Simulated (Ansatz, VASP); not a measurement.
## Al: VASP beside Ansatz

```
CELL_PARAMETERS angstrom
-1.60861 1.60861 1.60861
1.60861 -1.60861 1.60861
1.60861 1.60861 -1.60861
ATOMIC_POSITIONS crystal
Al 0.00000 0.00000 0.00000
```

Alike in both runs: task single point; functional LDA; k mesh 22 × 22 × 22; occupations gaussian, width 0.15 eV; no spin polarisation.

```csv
,VASP,Ansatz
version,VASP 6.6.1,Ansatz 0.2.0
potentials or method,"VASP PAW LDA potentials, release 64 (Al), cutoff 520 eV","scalar-relativistic, plane waves, PAW"
valence electrons in the cell,3,3
```

```csv
,VASP,Ansatz,Ansatz less VASP
gap on the k mesh at the Fermi level (eV),none,none,-
pressure (GPa),-1.8,-1.9,-0.06
```

LDA's correlation is that of Perdew and Zunger in VASP and of Perdew and Wang (1992) in Ansatz. A gap of «none» marks a metal or a gap that the smearing closes.
